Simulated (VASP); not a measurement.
Here is a VASP 6.6.1 calculation.

INCAR

```
PREC = Accurate ; ENCUT = 500
EDIFF = 1E-6 ; ISMEAR = 0
SIGMA = 0.15 ; LREAL = F
LASPH = T ; NELM = 200
ALGO = Normal ; ISIF = 2
LWAVE = F ; LCHARG = T
ISPIN = 2 ; MAGMOM = 0.5
LORBIT = 11 ; LMAXMIX = 4
GGA = LIBXC ; LIBXC1 = GGA_X_B88
LIBXC2 = GGA_C_PBE ; LELF = T
LVHAR = T ; NBANDS = 16
GGA_COMPAT = F
```

KPOINTS

```
Automatic mesh
0
Gamma
  11 11 11
```

The input POSCAR:

```
Nb
1.0
    0.0000000000      2.1290070307      2.1290070307
    2.1290070307      0.0000000000      2.1290070307
    2.1290070307      2.1290070307      0.0000000000
Nb
1
Direct
    0.0000000000      0.0000000000      0.0000000000
```

Potentials or basis: VASP PAW PBE potentials, release 64 (Nb_sv).

Launch:

```bash
$ cat potpaw_PBE.64/Nb_sv/POTCAR > POTCAR
$ mpirun -np 1 vasp_std > vasp.out
```

**Question.** Predict the net moment.

**Answer.** 0.00 μB per cell.

**Question.** Estimate the pressure.

**Answer.** -5.4 GPa.

Caveat: the cell stands under tension; the PAW data sets were made with another functional, which shifts forces and pressure a little.
